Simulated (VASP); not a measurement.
# TaN (Pm-3m) in VASP: single point with r2SCAN

Aim: the single point of TaN with r2SCAN.

Program: VASP 6.6.1. These are calculated values, not measurements. Logs are shortened: lines on timing, memory, paths and dates and some standing lists are left out, and cuts for length are marked.

## Step 1: The cell of the first run

It takes space group Pm-3m (No. 221, cubic). Conventional cell: a = 2.745 Å, b = 2.745 Å, c = 2.745 Å, α = 90.00°, β = 90.00°, γ = 90.00°. Within 3.1 Å of Ta (site symmetry m-3m) lie 8 N at 2.38 Å and 6 Ta at 2.75 Å. Within 3.1 Å of N (site symmetry m-3m) lie 8 Ta at 2.38 Å and 6 N at 2.75 Å.

## Step 2: Single point, r2SCAN

File POSCAR:

```
TaN
1.0
   -0.9151226559      1.8302453118      1.8302453118
    1.8302453118     -0.9151226559      1.8302453118
    1.8302453118      1.8302453118     -0.9151226559
Ta N
1 1
Direct
    0.5000000000      0.5000000000      0.5000000000
    0.0000000000      0.0000000000      0.0000000000
```

File INCAR.step1:

```
ALGO = Normal ; EDIFF = 1E-5
ENCUT = 660 ; GGA = PE
GGA_COMPAT = False ; ISMEAR = 0
LASPH = True ; LCHARG = False
LREAL = False ; LWAVE = True
NBANDS = 16 ; NELM = 120
PREC = Accurate ; SIGMA = 0.15
```

File INCAR.step2:

```
ALGO = Normal ; EDIFF = 1E-6
ENCUT = 660 ; GGA_COMPAT = False
ISIF = 2 ; ISMEAR = 0
ISTART = 1 ; LASPH = True
LCHARG = False ; LMIXTAU = True
LREAL = False ; LWAVE = False
METAGGA = R2SCAN ; NBANDS = 16
NELM = 120 ; PREC = Accurate
SIGMA = 0.15
```

File KPOINTS:

```
k-points
0
Gamma
  20 20 20
```

Potentials or basis: VASP PAW PBE potentials, release 64 (Ta_sv_GW, N).

Started as:

```console
> cat potpaw_PBE.64/Ta_sv_GW/POTCAR potpaw_PBE.64/N/POTCAR > POTCAR
> cp INCAR.step1 INCAR
> mpirun -np 1 vasp_std > vasp.out
> cp INCAR.step2 INCAR
> mpirun -np 1 vasp_std > vasp.out
```

OUTCAR:

```text
EDIFF = 1E-6
   ENCUT = 660
   ISIF = 2
   ISMEAR = 0
   ISTART = 1
   LASPH = True
   LREAL = False
   METAGGA = R2SCAN
   NELM = 120
   PREC = Accurate

 ion  position               nearest neighbor table
   1  0.500  0.500  0.500-   2 2.38   2 2.38   2 2.38   2 2.38   2 2.38   2 2.38   2 2.38   2 2.38

   2  0.000  0.000  0.000-   1 2.38   1 2.38   1 2.38   1 2.38   1 2.38   1 2.38   1 2.38   1 2.38

  LATTYP: Found a simple cubic cell.
 ALAT       =     2.7453679677

  Lattice vectors:

 A1 = (  -0.9151226559,   1.8302453118,   1.8302453118)
 A2 = (   1.8302453118,  -0.9151226559,   1.8302453118)
 A3 = (   1.8302453118,   1.8302453118,  -0.9151226559)

Analysis of symmetry for initial positions (statically):
=====================================================================
 Subroutine PRICEL returns:
 Original cell was already a primitive cell.

 Routine SETGRP: Setting up the symmetry group for a
 simple cubic supercell.

 Subroutine GETGRP returns: Found 48 space group operations
 (whereof 48 operations were pure point group operations)
 out of a pool of 48 trial point group operations.

The static configuration has the point symmetry O_h .

Analysis of symmetry for dynamics (positions and initial velocities):
=====================================================================
 Subroutine PRICEL returns:
 Original cell was already a primitive cell.

 Routine SETGRP: Setting up the symmetry group for a
 simple cubic supercell.

 Subroutine GETGRP returns: Found 48 space group operations
 (whereof 48 operations were pure point group operations)
 out of a pool of 48 trial point group operations.

The dynamic configuration has the point symmetry O_h .

 Subroutine INISYM returns: Found 48 space group operations
 (whereof 48 operations are pure point group operations),
 and found     1 'primitive' translations

----------------------------------------------------------------------------------------

                                     Primitive cell

  volume of cell :      20.6920

  direct lattice vectors                    reciprocal lattice vectors
    -0.915122656  1.830245312  1.830245312    -0.121416632  0.242833265  0.242833265
     1.830245312 -0.915122656  1.830245312     0.242833265 -0.121416632  0.242833265
     1.830245312  1.830245312 -0.915122656     0.242833265  0.242833265 -0.121416632

  length of vectors
     2.745367968  2.745367968  2.745367968     0.364249897  0.364249897  0.364249897

  position of ions in fractional coordinates (direct lattice)
     0.500000000  0.500000000  0.500000000
     0.000000000  0.000000000  0.000000000

  ion indices of the primitive-cell ions
   primitive index   ion index
                 1           1
                 2           2

----------------------------------------------------------------------------------------

 KPOINTS: k-points

Automatic generation of k-mesh.
 Grid dimensions read from file:
 generate k-points for:   20   20   20

 Generating k-lattice:

  Cartesian coordinates                     Fractional coordinates (reciprocal lattice)
    -0.006070832  0.012141663  0.012141663     0.050000000  0.000000000  0.000000000
     0.012141663 -0.006070832  0.012141663     0.000000000  0.050000000  0.000000000
     0.012141663  0.012141663 -0.006070832     0.000000000  0.000000000  0.050000000

  Length of vectors
     0.018212495  0.018212495  0.018212495

  Shift w.r.t. Gamma in fractional coordinates (k-lattice)
     0.000000000  0.000000000  0.000000000

 Subroutine IBZKPT returns following result:
 ===========================================

 Found    286 irreducible k-points:

 Following reciprocal coordinates:
            Coordinates               Weight
  0.000000  0.000000  0.000000      1.000000
  0.050000  0.000000  0.000000      6.000000
  0.100000  0.000000  0.000000      6.000000
  0.150000  0.000000  0.000000      6.000000
  0.200000  0.000000  0.000000      6.000000
  0.250000  0.000000  0.000000      6.000000
[... 16 lines left out ...]
  0.150000  0.100000  0.000000     24.000000
  0.200000  0.100000  0.000000     24.000000
 [... further k-points ...]
   k-points           NKPTS =    286   k-points in BZ     NKDIM =    286   number of bands    NBANDS=     16
   number of dos      NEDOS =    301   number of ions     NIONS =      2
   total plane-waves  NPLWV =  13824
   dimension x,y,z NGX =    24 NGY =   24 NGZ =   24
   dimension x,y,z NGXF=    48 NGYF=   48 NGZF=   48
   ions per type =               1   1
   NGX,Y,Z   is equivalent  to a cutoff of  14.53, 14.53, 14.53 a.u.
   NGXF,Y,Z  is equivalent  to a cutoff of  29.07, 29.07, 29.07 a.u.
 SYSTEM =  unknown system
   PREC   = accura    normal or accurate (medium, high low for compatibility)
   ISTART =      1    job   : 0-new  1-cont  2-samecut
   ICHARG =      0    charge: 1-file 2-atom 10-const
   ISPIN  =      1    spin polarized calculation?
   LNONCOLLINEAR =      F non collinear calculations
   LSORBIT =      F    spin-orbit coupling
   LASPH  =      T    aspherical Exc in radial PAW
   ENCUT  =  660.0 eV  48.51 Ry    6.96 a.u.   5.75  5.75  5.75*2*pi/ulx,y,z
   NELM   =    120;   NELMIN=  2; NELMDL=  0     # of ELM steps
   EDIFF  = 0.1E-05   stopping-criterion for ELM
   LREAL  =      F    real-space projection
   EDIFFG = 0.1E-04   stopping-criterion for IOM
   NSW    =      0    number of steps for IOM
   IBRION =     -1    ionic relax: 0-MD 1-quasi-New 2-CG
   NFREE  =      0    steps in history (QN), initial steepest desc. (CG)
   ISIF   =      2    stress and relaxation
   ISYM   =      2    0-nonsym 1-usesym 2-fastsym
   POTIM  = 0.5000    time-step for ionic-motion
   TEBEG  =    0.0;   TEEND  =   0.0 temperature during run
   PSTRESS=    0.0 pullay stress
   NELECT =      18.0000    total number of electrons
   NUPDOWN=      -1.0000    fix difference up-down
   EMIN   =  10.00;   EMAX   =-10.00  energy-range for DOS
   EFERMI =   0.00;   METHOD = LEGACY
   ISMEAR =     0;   SIGMA  =   0.15  broadening in eV -4-tet -1-fermi 0-gaus
   EFERMI_NEDOS =   21; number of points for ismear=-14 and -15
   IALGO  =     38    algorithm
   IMIX   =      4    mixing-type and parameters
     AMIX     =   0.40;   BMIX     =  1.00
     AMIX_MAG =   1.60;   BMIX_MAG =  1.00
  volume/ion in A,a.u.               =      10.35        69.82
  Fermi-wavevector in a.u.,A,eV,Ry     =   1.562782  2.953230 33.229345  2.442288
  Thomas-Fermi vector in A             =   2.665650
   LORBIT       =      0    0 simple, 1 ext, 2 COOP (PROOUT), +10 PAW based schemes
   METAGGA = R2SCAN    functional components
   LHFCALC =     F    Hartree Fock is set to
   AEXX    =    0.0000 exact exchange contribution
   IVDW    =     0    specifies the selected vdW correction
   LEPSILON=     F    determine dielectric tensor
   LRPA    =     F    only Hartree local field effects (RPA)
 non-spin polarized calculation
 Gauss-broadening in eV      SIGMA  =   0.15
  energy-cutoff  :      660.00
  volume of cell :       20.69
 maximum number of plane-waves:       840
 NGX is ok and might be reduce to    24
   NGX = 11   NGY = 11   NGZ = 11

 number of electron      18.0000000 magnetization

 Free energy of the ion-electron system (eV)
  ---------------------------------------------------
  ext. energy  EPLUGINS =         0.00000000
  ---------------------------------------------------
  free energy    TOTEN  =       -61.29962987 eV

  energy without entropy =      -61.29224826  energy(sigma->0) =      -61.29593907

 E-fermi :  13.4214     XC(G=0): -15.0030

 val. band max:       13.4170454900   @ k =   0.4500   0.3000   0.2500
 cond. band min:      13.4494054718   @ k =   0.4000   0.3000   0.2500
 fundamental gap:      0.0323599817
 Fermi energy:        13.4214395654

 k-point     1 :       0.0000    0.0000    0.0000
  band No.  band energies     occupation
      1     -57.6058      2.00000
      2     -22.8451      2.00000
      3     -22.8451      2.00000
      4     -22.8451      2.00000
      5      -5.6368      2.00000
      6       8.5939      2.00000
[... 8 lines left out ...]
     15      31.9737      0.00000
     16      31.9737      0.00000

 k-point     2 :       0.0500    0.0000    0.0000
  band No.  band energies     occupation
      1     -57.6034      2.00000
      2     -22.8807      2.00000
      3     -22.8421      2.00000
      4     -22.8421      2.00000
      5      -5.5846      2.00000
      6       8.5294      2.00000
[... 8 lines left out ...]
     15      31.4112      0.00000
     16      32.0433      0.00000

 k-point     3 :       0.1000    0.0000    0.0000
  band No.  band energies     occupation
      1     -57.5969      2.00000
      2     -22.9830      2.00000
      3     -22.8334      2.00000
      4     -22.8334      2.00000
      5      -5.4318      2.00000
      6       8.2504      2.00000
[... 8 lines left out ...]
     15      30.2450      0.00000
     16      32.2171      0.00000

 k-point     4 :       0.1500    0.0000    0.0000
  band No.  band energies     occupation
      1     -57.5866      2.00000
      2     -23.1393      2.00000
      3     -22.8197      2.00000
      4     -22.8197      2.00000
      5      -5.1886      2.00000
      6       7.6852      2.00000
[... 8 lines left out ...]
     15      28.9647      0.00000
     16      32.3632      0.00000

 k-point     5 :       0.2000    0.0000    0.0000
  band No.  band energies     occupation
      1     -57.5736      2.00000
      2     -23.3313      2.00000
      3     -22.8025      2.00000
      4     -22.8025      2.00000
      5      -4.8706      2.00000
      6       6.9275      2.00000
[... 8 lines left out ...]
     15      27.7324      0.00000
     16      32.2329      0.00000

 k-point     6 :       0.2500    0.0000    0.0000
  band No.  band energies     occupation
      1     -57.5592      2.00000
      2     -23.5382      2.00000
      3     -22.7833      2.00000
      4     -22.7833      2.00000
      5      -4.4974      2.00000
      6       6.0974      2.00000
[... 8 lines left out ...]
     15      26.6113      0.00000
     16      31.6585      0.00000

 k-point     7 :       0.3000    0.0000    0.0000
  band No.  band energies     occupation
      1     -57.5448      2.00000
      2     -23.7393      2.00000
      3     -22.7640      2.00000
      4     -22.7640      2.00000
      5      -4.0938      2.00000
      6       5.2782      2.00000
[... 8 lines left out ...]
     15      25.6385      0.00000
     16      30.6918      0.00000

 k-point     8 :       0.3500    0.0000    0.0000
  band No.  band energies     occupation
      1     -57.5318      2.00000
      2     -23.9160      2.00000
      3     -22.7465      2.00000
      4     -22.7465      2.00000
      5      -3.6921      2.00000
      6       4.5330      2.00000
[... 8 lines left out ...]
     15      24.8431      0.00000
     16      29.4336      0.00000

 k-point     9 :       0.4000    0.0000    0.0000
  band No.  band energies     occupation
      1     -57.5214      2.00000
      2     -24.0533      2.00000
      3     -22.7326      2.00000
      4     -22.7326      2.00000
      5      -3.3364      2.00000
      6       3.9228      2.00000
[... 8 lines left out ...]
     15      24.2512      0.00000
     16      28.0069      0.00000
[... 172 lines left out ...]
 k-point    19 :       0.4000    0.0500    0.0000
  band No.  band energies     occupation
      1     -57.5192      2.00000
      2     -24.0480      2.00000
      3     -22.7651      2.00000
      4     -22.7299      2.00000
      5      -3.3353      2.00000
      6       3.9854      2.00000
[... 8 lines left out ...]
     15      24.4318      0.00000
     16      27.8856      0.00000

 k-point    20 :       0.4500    0.0500    0.0000
  band No.  band energies     occupation
      1     -57.5125      2.00000
      2     -24.1347      2.00000
      3     -22.7559      2.00000
      4     -22.7210      2.00000
      5      -3.0912      2.00000
      6       3.5865      2.00000
[... 8 lines left out ...]
     15      24.0718      0.00000
     16      26.5230      0.00000

 k-point    21 :       0.5000    0.0500    0.0000
  band No.  band energies     occupation
      1     -57.5102      2.00000
      2     -24.1643      2.00000
      3     -22.7527      2.00000
      4     -22.7179      2.00000
      5      -3.0018      2.00000
      6       3.4451      2.00000
[... 8 lines left out ...]
     15      23.9500      0.00000
     16      25.8219      0.00000

 k-point    22 :       0.1000    0.1000    0.0000
  band No.  band energies     occupation
      1     -57.5880      2.00000
      2     -22.9832      2.00000
      3     -22.9568      2.00000
      4     -22.8218      2.00000
      5      -5.2403      2.00000
      6       8.3429      2.00000
[... 8 lines left out ...]
     15      30.0826      0.00000
     16      31.4149      0.00000

 k-point    23 :       0.1500    0.1000    0.0000
  band No.  band energies     occupation
      1     -57.5778      2.00000
      2     -23.1268      2.00000
      3     -22.9531      2.00000
      4     -22.8083      2.00000
      5      -5.0138      2.00000
      6       7.7639      2.00000
[... 8 lines left out ...]
     15      29.2390      0.00000
     16      31.5359      0.00000

 k-point    24 :       0.2000    0.1000    0.0000
  band No.  band energies     occupation
      1     -57.5649      2.00000
      2     -23.3165      2.00000
      3     -22.9348      2.00000
      4     -22.7913      2.00000
      5      -4.7192      2.00000
      6       7.0023      2.00000
[... 8 lines left out ...]
     15      28.1775      0.00000
     16      31.8194      0.00000

 [... further k-points ...]

------------------------ aborting loop because EDIFF is reached ----------------------------------------

  FORCE on cell =-STRESS in cart. coord.  units (eV):
  Direction    XX          YY          ZZ          XY          YZ          ZX
  --------------------------------------------------------------------------------------
  -------------------------------------------------------------------------------------
  Total       -0.5159451     -0.5159451     -0.5159451     -0.0000000      0.0000000     -0.0000000
  in kB      -39.9495973    -39.9495973    -39.9495973     -0.0000000      0.0000000     -0.0000000
  external PRESSURE =     -39.9495973 kB  Pullay stress =       0.0000000 kB

 VOLUME and BASIS-vectors are now :
 -----------------------------------------------------------------------------
  energy-cutoff  :      660.00
  volume of cell :       20.69
      direct lattice vectors                 reciprocal lattice vectors
    -0.915122656  1.830245312  1.830245312    -0.121416632  0.242833265  0.242833265
     1.830245312 -0.915122656  1.830245312     0.242833265 -0.121416632  0.242833265
     1.830245312  1.830245312 -0.915122656     0.242833265  0.242833265 -0.121416632

 POSITION                                       TOTAL-FORCE (eV/Angst)
 -----------------------------------------------------------------------------------
      1.37268      1.37268      1.37268         0.000000     -0.000000      0.000000
      0.00000      0.00000      0.00000        -0.000000      0.000000     -0.000000
 -----------------------------------------------------------------------------------
    total drift:                               -0.000000     -0.000000      0.000000

  FREE ENERGIE OF THE ION-ELECTRON SYSTEM (eV)
  ---------------------------------------------------
  free  energy   TOTEN  =       -61.2996298730 eV

  energy  without entropy=      -61.2922482636  energy(sigma->0) =      -61.29593907
```

Wall time 4.4 min (1 thread of AMD EPYC 9R45 (Zen 5), shared host); peak memory 0.24 GiB.

Results:

```yaml
Free_energy: -61.2996 eV
Pressure: -4.0 GPa
Band_gap_on_the_k_mesh: zero (bands 9 and 10 overlap by 9.39 eV)
```

Levels at points of the mesh, in eV from the Fermi level:
```tsv
k point	band 6	band 7	band 8	band 9	band 10	band 11	band 12	band 13
(0.00, 0.00, 0.00)	-4.83	-4.83	-2.62	-2.62	-2.62	2.88	4.41	4.41
(0.50, 0.00, 0.00)	-10.05	-4.53	-4.53	-3.66	4.12	5.01	5.81	5.81
(0.50, 0.50, 0.00)	-5.96	-5.96	-3.64	-1.94	1.18	1.18	1.24	7.05
(0.50, 0.50, 0.50)	-9.04	-9.04	-9.04	6.75	6.75	6.75	7.33	7.33
```

Caveat: the cell stands under tension; the PAW data sets were made with another functional, which shifts forces and pressure a little; spin-orbit coupling is left out, which moves the levels of the heavy elements.
